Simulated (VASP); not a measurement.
# Co (P6_3/mmc) in VASP: further runs

The runs below take Co through single point, with PBE.

Program: VASP 6.6.1. These are calculated values, not measurements. Logs are shortened: lines on timing, memory, paths and dates and some standing lists are left out, and cuts for length are marked.

### 1 The cell of the first run

It takes space group P6_3/mmc (No. 194, hexagonal). Conventional cell: a = 2.472 Å, b = 2.472 Å, c = 4.021 Å, α = 90.00°, β = 90.00°, γ = 120.00°. Within 3.3 Å of Co (site symmetry -6m2) lie 12 Co at 2.47 Å.

### 2 Single point, PBE, collinear spin, ferrimagnetic start

The input, INCAR:

```
ALGO = Normal
EDIFF = 1E-6
ENCUT = 520
GGA = PE
ISIF = 2
ISMEAR = -1
ISPIN = 2
LASPH = T
LCHARG = F
LMAXMIX = 4
LORBIT = 11
LREAL = F
LWAVE = F
MAGMOM = 0.68 -2.21
NBANDS = 20
NELM = 150
PREC = Accurate
SIGMA = 0.05
```

The input, KPOINTS:

```
k-points
0
Gamma
  12 12 7
```

The input, POSCAR:

```
Co
1.0
    2.4719999032      0.0000000000      0.0000000000
   -1.2359999516      2.1408147143      0.0000000000
    0.0000000000      0.0000000000      4.0211440800
Co
2
Direct
    0.6666666667      0.3333333333      0.7500000000
    0.3333333333      0.6666666667      0.2500000000
```

Potentials or basis: VASP PAW PBE potentials, release 64 (Co).

Run with:

```bash
$ cat potpaw_PBE.64/Co/POTCAR > POTCAR
$ mpirun -np 1 vasp_std > vasp.out
```

OUTCAR:

```text
EDIFF = 1E-6
   ENCUT = 520
   GGA = PE
   ISIF = 2
   ISMEAR = -1
   ISPIN = 2
   LASPH = T
   LORBIT = 11
   LREAL = F
   NELM = 150
   PREC = Accurate

 ion  position               nearest neighbor table
   1  0.667  0.333  0.750-   2 2.47   2 2.47   2 2.47   2 2.47   2 2.47   2 2.47
   2  0.333  0.667  0.250-   1 2.47   1 2.47   1 2.47   1 2.47   1 2.47   1 2.47

  LATTYP: Found a hexagonal cell.
 ALAT       =     2.4719999032
 C/A-ratio  =     1.6266764715

  Lattice vectors:

 A1 = (   2.4719999032,   0.0000000000,   0.0000000000)
 A2 = (  -1.2359999516,   2.1408147143,   0.0000000000)
 A3 = (   0.0000000000,   0.0000000000,   4.0211440800)

Analysis of symmetry for initial positions (statically):
=====================================================================
 Subroutine PRICEL returns:
 Original cell was already a primitive cell.

 Routine SETGRP: Setting up the symmetry group for a
 hexagonal supercell.

 Subroutine GETGRP returns: Found 24 space group operations
 (whereof 12 operations were pure point group operations)
 out of a pool of 24 trial point group operations.

The static configuration has the point symmetry D_3d.
 The point group associated with its full space group is D_6h.

Analysis of symmetry for dynamics (positions and initial velocities):
=====================================================================
 Subroutine PRICEL returns:
 Original cell was already a primitive cell.

 Routine SETGRP: Setting up the symmetry group for a
 hexagonal supercell.

 Subroutine GETGRP returns: Found 24 space group operations
 (whereof 12 operations were pure point group operations)
 out of a pool of 24 trial point group operations.

The dynamic configuration has the point symmetry D_3d.
 The point group associated with its full space group is D_6h.

Analysis of structural, dynamic, and magnetic symmetry:
=====================================================================
 Subroutine PRICEL returns:
 Original cell was already a primitive cell.

 Routine SETGRP: Setting up the symmetry group for a
 hexagonal supercell.

 Subroutine GETGRP returns: Found 12 space group operations
 (whereof  6 operations were pure point group operations)
 out of a pool of 24 trial point group operations.

The overall configuration has the point symmetry C_3v.
 The point group associated with its full space group is D_3h.

 Subroutine INISYM returns: Found 12 space group operations
 (whereof  6 operations are pure point group operations),
 and found     1 'primitive' translations

----------------------------------------------------------------------------------------

                                     Primitive cell

  volume of cell :      21.2803

  direct lattice vectors                    reciprocal lattice vectors
     2.471999903  0.000000000  0.000000000     0.404530760  0.233555943  0.000000000
    -1.235999952  2.140814714  0.000000000     0.000000000  0.467111887  0.000000000
     0.000000000  0.000000000  4.021144080     0.000000000  0.000000000  0.248685444

  length of vectors
     2.471999903  2.471999903  4.021144080     0.467111887  0.467111887  0.248685444

  position of ions in fractional coordinates (direct lattice)
     0.666666667  0.333333333  0.750000000
     0.333333333  0.666666667  0.250000000

  ion indices of the primitive-cell ions
   primitive index   ion index
                 1           1
                 2           2

----------------------------------------------------------------------------------------

 KPOINTS: k-points

Automatic generation of k-mesh.
 Grid dimensions read from file:
 generate k-points for:   12   12    7

 Generating k-lattice:

  Cartesian coordinates                     Fractional coordinates (reciprocal lattice)
     0.033710897  0.019462995  0.000000000     0.083333333 -0.000000000  0.000000000
     0.000000000  0.038925991  0.000000000     0.000000000  0.083333333  0.000000000
     0.000000000  0.000000000  0.035526492     0.000000000  0.000000000  0.142857143

  Length of vectors
     0.038925991  0.038925991  0.035526492

  Shift w.r.t. Gamma in fractional coordinates (k-lattice)
     0.000000000  0.000000000  0.000000000

 Subroutine IBZKPT returns following result:
 ===========================================

 Found     76 irreducible k-points:

 Following reciprocal coordinates:
            Coordinates               Weight
  0.000000  0.000000  0.000000      1.000000
  0.083333  0.000000  0.000000      6.000000
  0.166667  0.000000  0.000000      6.000000
  0.250000  0.000000  0.000000      6.000000
  0.333333  0.000000  0.000000      6.000000
  0.416667  0.000000  0.000000      6.000000
[... 16 lines left out ...]
  0.250000  0.000000  0.142857     12.000000
  0.333333  0.000000  0.142857     12.000000
 [... further k-points ...]
   k-points           NKPTS =     76   k-points in BZ     NKDIM =     76   number of bands    NBANDS=     20
   number of dos      NEDOS =    301   number of ions     NIONS =      2
   total plane-waves  NPLWV =   9720
   dimension x,y,z NGX =    18 NGY =   18 NGZ =   30
   dimension x,y,z NGXF=    36 NGYF=   36 NGZF=   60
   ions per type =               2
   NGX,Y,Z   is equivalent  to a cutoff of  12.11, 12.11, 12.40 a.u.
   NGXF,Y,Z  is equivalent  to a cutoff of  24.21, 24.21, 24.81 a.u.
 SYSTEM =  unknown system
   PREC   = accura    normal or accurate (medium, high low for compatibility)
   ISTART =      0    job   : 0-new  1-cont  2-samecut
   ICHARG =      2    charge: 1-file 2-atom 10-const
   ISPIN  =      2    spin polarized calculation?
   LNONCOLLINEAR =      F non collinear calculations
   LSORBIT =      F    spin-orbit coupling
   LASPH  =      T    aspherical Exc in radial PAW
   ENCUT  =  520.0 eV  38.22 Ry    6.18 a.u.   4.60  4.60  7.48*2*pi/ulx,y,z
   NELM   =    150;   NELMIN=  2; NELMDL= -5     # of ELM steps
   EDIFF  = 0.1E-05   stopping-criterion for ELM
   LREAL  =      F    real-space projection
   EDIFFG = 0.1E-04   stopping-criterion for IOM
   NSW    =      0    number of steps for IOM
   IBRION =     -1    ionic relax: 0-MD 1-quasi-New 2-CG
   NFREE  =      0    steps in history (QN), initial steepest desc. (CG)
   ISIF   =      2    stress and relaxation
   ISYM   =      2    0-nonsym 1-usesym 2-fastsym
   POTIM  = 0.5000    time-step for ionic-motion
   TEBEG  =    0.0;   TEEND  =   0.0 temperature during run
   PSTRESS=    0.0 pullay stress
   NELECT =      18.0000    total number of electrons
   NUPDOWN=      -1.0000    fix difference up-down
   EMIN   =  10.00;   EMAX   =-10.00  energy-range for DOS
   EFERMI =   0.00;   METHOD = LEGACY
   ISMEAR =    -1;   SIGMA  =   0.05  broadening in eV -4-tet -1-fermi 0-gaus
   EFERMI_NEDOS =   21; number of points for ismear=-14 and -15
   IALGO  =     38    algorithm
   IMIX   =      4    mixing-type and parameters
     AMIX     =   0.40;   BMIX     =  1.00
     AMIX_MAG =   1.60;   BMIX_MAG =  1.00
  volume/ion in A,a.u.               =      10.64        71.80
  Fermi-wavevector in a.u.,A,eV,Ry     =   1.548246  2.925761 32.614055  2.397065
  Thomas-Fermi vector in A             =   2.653224
   LORBIT       =     11    0 simple, 1 ext, 2 COOP (PROOUT), +10 PAW based schemes
   GGA     = PE    functional components
   LHFCALC =     F    Hartree Fock is set to
   AEXX    =    0.0000 exact exchange contribution
   IVDW    =     0    specifies the selected vdW correction
   LEPSILON=     F    determine dielectric tensor
   LRPA    =     F    only Hartree local field effects (RPA)
 spin polarized calculation
  energy-cutoff  :      520.00
  volume of cell :       21.28
 maximum number of plane-waves:       585
   NGX =  9   NGY =  9   NGZ = 15

 number of electron      17.9999990 magnetization      -0.0017903

 number of electron      17.9999990 magnetization       0.0010011

 Free energy of the ion-electron system (eV)
  ---------------------------------------------------
  ext. energy  EPLUGINS =         0.00000000
  ---------------------------------------------------
  free energy    TOTEN  =       -13.64432501 eV

  energy without entropy =      -13.59831402  energy(sigma->0) =      -13.62131952

 E-fermi :  10.5148     XC(G=0): -13.5329

 val. band max:       10.5126939009   @ k =   0.5000   0.0000   0.2857
 cond. band min:      10.5274442539   @ k =   0.3333   0.2500   0.4286
 fundamental gap:      0.0147503530
 Fermi energy:        10.5148329345

 spin component 1

 k-point     1 :       0.0000    0.0000    0.0000
  band No.  band energies     occupation
      1       1.5027      1.00000
      2       5.7109      1.00000
      3       8.4019      1.00000
      4       8.4019      1.00000
      5       8.5876      1.00000
      6       9.2322      1.00000
[... 12 lines left out ...]
     19      37.0099      0.00000
     20      37.0099      0.00000
[... 507 lines left out ...]
 k-point    24 :       0.3333    0.0000    0.1429
  band No.  band energies     occupation
      1       4.9147      1.00000
      2       6.5698      1.00000
      3       6.9081      1.00000
      4       7.8215      1.00000
      5       8.6387      1.00000
      6       8.6592      1.00000
[... 12 lines left out ...]
     19      34.1024      0.00000
     20      35.7917      0.00000

 [... further k-points ...]

 spin component 2

 k-point     1 :       0.0000    0.0000    0.0000
  band No.  band energies     occupation
      1       1.5027      1.00000
      2       5.7114      1.00000
      3       8.4026      1.00000
      4       8.4026      1.00000
      5       8.5882      1.00000
      6       9.2331      1.00000
[... 12 lines left out ...]
     19      37.0100      0.00000
     20      37.0100      0.00000
[... 507 lines left out ...]
 k-point    24 :       0.3333    0.0000    0.1429
  band No.  band energies     occupation
      1       4.9148      1.00000
      2       6.5702      1.00000
      3       6.9087      1.00000
      4       7.8219      1.00000
      5       8.6392      1.00000
      6       8.6600      1.00000
[... 12 lines left out ...]
     19      34.1025      0.00000
     20      35.7918      0.00000

 [... further k-points ...]

------------------------ aborting loop because EDIFF is reached ----------------------------------------

  FORCE on cell =-STRESS in cart. coord.  units (eV):
  Direction    XX          YY          ZZ          XY          YZ          ZX
  --------------------------------------------------------------------------------------
  -------------------------------------------------------------------------------------
  Total       -0.4324328     -0.4324328     -0.5567971     -0.0000000      0.0000000      0.0000000
  in kB      -32.5575725    -32.5575725    -41.9208812     -0.0000000      0.0000000      0.0000000
  external PRESSURE =     -35.6786754 kB  Pullay stress =       0.0000000 kB

 VOLUME and BASIS-vectors are now :
 -----------------------------------------------------------------------------
  energy-cutoff  :      520.00
  volume of cell :       21.28
      direct lattice vectors                 reciprocal lattice vectors
     2.471999903  0.000000000  0.000000000     0.404530760  0.233555943  0.000000000
    -1.235999952  2.140814714  0.000000000     0.000000000  0.467111887  0.000000000
     0.000000000  0.000000000  4.021144080     0.000000000  0.000000000  0.248685444

 POSITION                                       TOTAL-FORCE (eV/Angst)
 -----------------------------------------------------------------------------------
      1.23600      0.71360      3.01586        -0.000000     -0.000000     -0.000000
     -0.00000      1.42721      1.00529         0.000000      0.000000      0.000000
 -----------------------------------------------------------------------------------
    total drift:                                0.000000     -0.000000     -0.000000

  FREE ENERGIE OF THE ION-ELECTRON SYSTEM (eV)
  ---------------------------------------------------
  free  energy   TOTEN  =       -13.6443250099 eV

  energy  without entropy=      -13.5983140245  energy(sigma->0) =      -13.62131952

 total charge

# of ion       s       p       d       tot
------------------------------------------
    1        0.492   0.535   7.283   8.310
    2        0.492   0.535   7.282   8.310
--------------------------------------------------
tot          0.984   1.071  14.565  16.620

 magnetization (x)

# of ion       s       p       d       tot
------------------------------------------
    1        0.000   0.005   0.837   0.842
    2       -0.000  -0.005  -0.836  -0.841
--------------------------------------------------
tot         -0.000  -0.000   0.001   0.001
```

It took 1.7 min on 1 thread of AMD EPYC 7R43 (Zen 3), shared host; peak memory 0.13 GiB.

What came out:

```
Free energy                                           : -13.6443 eV
Pressure                                              : -3.6 GPa
Band gap on the k mesh                                : zero (filled and empty bands overlap)
Net moment                                            : 0.00 μB per cell
Site moments                                          : Co +0.84, -0.84 μB
Valence electrons inside the program's atomic spheres : Co 8.31
```

Stress tensor (GPa, compression positive):
```
-3.26  0.00  0.00
 0.00 -3.26  0.00
 0.00  0.00 -4.19
```

Levels at points of the mesh, in eV from the Fermi level:
Spin up:
| k point | band 7 | band 8 | band 9 | band 10 | band 11 | band 12 |
| --- | --- | --- | --- | --- | --- | --- |
| (0.00, 0.00, 0.00) | -1.28 | -1.18 | -1.18 | -0.19 | 0.20 | 0.20 |
| (0.50, 0.00, 0.00) | -1.44 | -0.16 | 0.36 | 0.83 | 1.87 | 3.90 |
Spin down:
| k point | band 5 | band 6 | band 7 | band 8 | band 9 | band 10 | band 11 | band 12 | band 13 | band 14 |
| --- | --- | --- | --- | --- | --- | --- | --- | --- | --- | --- |
| (0.00, 0.00, 0.00) | -1.93 | -1.28 | -1.28 | -1.19 | -1.19 | -0.19 | 0.20 | 0.20 | 6.91 | 22.11 |
| (0.50, 0.00, 0.00) | -2.10 | -1.82 | -1.44 | -0.16 | 0.36 | 0.82 | 1.87 | 3.90 | 9.97 | 10.68 |

### 3 Single point, PBE, non-collinear spin, typed start

The input, INCAR:

```
SYSTEM = Co
PREC = Accurate ; ENCUT = 520
EDIFF = 1E-6 ; ISMEAR = -1
SIGMA = 0.05 ; LREAL = .False.
LASPH = .True. ; NELM = 150
ALGO = Fast ; ISIF = 2
LWAVE = .False. ; LCHARG = .True.
LNONCOLLINEAR = .True. ; MAGMOM = 0.641 0.024 0.225 2.11 -0.426 0.499
LORBIT = 11 ; LMAXMIX = 4
GGA = PE ; LVHAR = .True.
NBANDS = 30
```

The input, KPOINTS:

```
regular mesh
0
Gamma
  9 9 5
  0 0 0
```

POSCAR is that of step 2.

Potentials or basis: VASP PAW PBE potentials, release 64 (Co).

Run with:

```bash
$ cat potpaw_PBE.64/Co/POTCAR > POTCAR
$ mpirun -np 1 vasp_ncl > vasp.out
```

OUTCAR:

```text
SYSTEM = Co
   PREC = Accurate
   ENCUT = 520
   EDIFF = 1E-6
   ISMEAR = -1
   LREAL = .False.
   LASPH = .True.
   NELM = 150
   ISIF = 2
   LNONCOLLINEAR = .True.
   LORBIT = 11
   GGA = PE

 ion  position               nearest neighbor table
   1  0.667  0.333  0.750-   2 2.47   2 2.47   2 2.47   2 2.47   2 2.47   2 2.47
   2  0.333  0.667  0.250-   1 2.47   1 2.47   1 2.47   1 2.47   1 2.47   1 2.47

  LATTYP: Found a hexagonal cell.
 ALAT       =     2.4719999032
 C/A-ratio  =     1.6266764715

  Lattice vectors:

 A1 = (   2.4719999032,   0.0000000000,   0.0000000000)
 A2 = (  -1.2359999516,   2.1408147143,   0.0000000000)
 A3 = (   0.0000000000,   0.0000000000,   4.0211440800)

Analysis of symmetry for initial positions (statically):
=====================================================================
 Subroutine PRICEL returns:
 Original cell was already a primitive cell.

 Routine SETGRP: Setting up the symmetry group for a
 hexagonal supercell.

 Subroutine GETGRP returns: Found 24 space group operations
 (whereof 12 operations were pure point group operations)
 out of a pool of 24 trial point group operations.

The static configuration has the point symmetry D_3d.
[... 985 lines left out ...]
  external PRESSURE =      28.0906680 kB  Pullay stress =       0.0000000 kB

 VOLUME and BASIS-vectors are now :
 -----------------------------------------------------------------------------
  energy-cutoff  :      520.00
  volume of cell :       21.28
      direct lattice vectors                 reciprocal lattice vectors
     2.471999903  0.000000000  0.000000000     0.404530760  0.233555943  0.000000000
    -1.235999952  2.140814714  0.000000000     0.000000000  0.467111887  0.000000000
     0.000000000  0.000000000  4.021144080     0.000000000  0.000000000  0.248685444

 POSITION                                       TOTAL-FORCE (eV/Angst)
 -----------------------------------------------------------------------------------
      1.23600      0.71360      3.01586        -0.000079      0.000320      0.000269
     -0.00000      1.42721      1.00529         0.000079     -0.000320     -0.000269
 -----------------------------------------------------------------------------------
    total drift:                                0.000081      0.000725      0.000674

  FREE ENERGIE OF THE ION-ELECTRON SYSTEM (eV)
  ---------------------------------------------------
  free  energy   TOTEN  =       -14.0749628123 eV

  energy  without entropy=      -14.0576987260  energy(sigma->0) =      -14.06633077

 total charge

# of ion       s       p       d       tot
------------------------------------------
    1        0.495   0.536   7.281   8.312
    2        0.495   0.536   7.281   8.312
--------------------------------------------------
tot          0.989   1.073  14.563  16.625

 magnetization (x)

# of ion       s       p       d       tot
------------------------------------------
    1       -0.016  -0.057   1.558   1.485
    2       -0.016  -0.057   1.558   1.485
--------------------------------------------------
tot         -0.033  -0.114   3.117   2.971

 magnetization (y)

# of ion       s       p       d       tot
------------------------------------------
    1        0.002   0.008  -0.228  -0.218
    2        0.002   0.008  -0.228  -0.217
--------------------------------------------------
tot          0.005   0.017  -0.456  -0.435

 magnetization (z)

# of ion       s       p       d       tot
------------------------------------------
    1       -0.004  -0.015   0.410   0.390
    2       -0.004  -0.015   0.410   0.390
--------------------------------------------------
tot         -0.009  -0.030   0.819   0.781
```

OSZICAR:

```text
N       E                     dE             d eps       ncg     rms          rms(c)
DAV:   1     0.118578530965E+03    0.11858E+03   -0.78411E+03 24500   0.165E+03
DAV:   2    -0.878730011181E+01   -0.12737E+03   -0.11907E+03 24300   0.311E+02
DAV:   3    -0.160710011233E+02   -0.72837E+01   -0.69158E+01 26856   0.100E+02
[... 52 lines left out ...]
RMM:  56    -0.140749656190E+02    0.56100E-06   -0.44211E-05 26809   0.800E-02    0.506E-03
RMM:  57    -0.140749639197E+02    0.16993E-05   -0.31142E-05 27042   0.673E-02    0.430E-03
RMM:  58    -0.140749638612E+02    0.58459E-07   -0.24009E-05 26681   0.578E-02    0.385E-03
RMM:  59    -0.140749633559E+02    0.50532E-06   -0.15502E-05 26613   0.478E-02    0.378E-03
RMM:  60    -0.140749628123E+02    0.54364E-06   -0.89173E-06 26250   0.355E-02
   1 F= -.14074963E+02 E0= -.14066331E+02  d E =-.172641E-01  mag=     2.9345    -0.4296     0.7714
```

stdout:

```text
POSCAR found type information on POSCAR Co
 POSCAR found :  1 types and       2 ions
 scaLAPACK will be used
 LDA part: xc-table for (Slater+PW92), standard interpolation
 POSCAR, INCAR and KPOINTS ok, starting setup
 FFT: planning ... GRIDC
 FFT: planning ... GRID_SOFT
 FFT: planning ... GRID
 WAVECAR not read
 entering main loop
WARNING in EDDRMM: call to ZHEGV failed, returncode =   8  4     28
WARNING in EDDRMM: call to ZHEGV failed, returncode =   8  4     29
WARNING in EDDRMM: call to ZHEGV failed, returncode =   6  3     30
WARNING in EDDRMM: call to ZHEGV failed, returncode =   8  4     29
```

Wall time 37 min (1 thread of AMD EPYC 7R43 (Zen 3), shared host); peak memory 0.4 GiB.

What came out:

* Free energy: -14.0750 eV
* Pressure: 2.8 GPa
* Band gap on the k mesh: zero (band 18 reaches 11.67 eV, above the bottom of band 19 at 9.58 eV)
* Net moment: 3.06 μB per cell
* Valence electrons inside the program's atomic spheres: Co 8.31

Stress tensor (GPa, compression positive):
```
3.08 0.00 0.00
0.00 3.08 0.00
0.00 0.00 2.27
```

Moments on the atoms (μB; x, y, z):
```
Co   1.49 -0.22  0.39
Co   1.49 -0.22  0.39
```
